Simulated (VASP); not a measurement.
C, 2 atoms in the cell. The typed cell holds 2 atoms: a = 2.445 Å, b = 2.445 Å, c = 3.614 Å, α = 109.72°, β = 109.72°, γ = 60.00°. 

- Program: VASP 6.6.1
- Task: single point
- Functional: LDA
- Potentials or basis: VASP PAW LDA potentials, release 64 (C)
- Cutoff: 520 eV
- k mesh: 21 × 21 × 12
- Occupations: gaussian, width 0.15 eV
- Spin: no spin polarisation
- Dipole correction: no
- Further INCAR settings: ALGO = Normal; EDIFF = 1e-06; NBANDS = 11

Potentials or basis: VASP PAW LDA potentials, release 64 (C).

Command:

```bash
$ cat potpaw_LDA.64/C/POTCAR > POTCAR
$ mpirun -np 1 vasp_std > vasp.out
```

Hardware: 1 thread of Intel Xeon 8259CL, on a shared host.

**Question.** How long does it take, and how much memory?

**Answer.** Run time: 4.9 min on 1 thread of Intel Xeon 8259CL (shared host), peak memory 0.29 GiB. Counts: scf iterations 11, k points 1397.
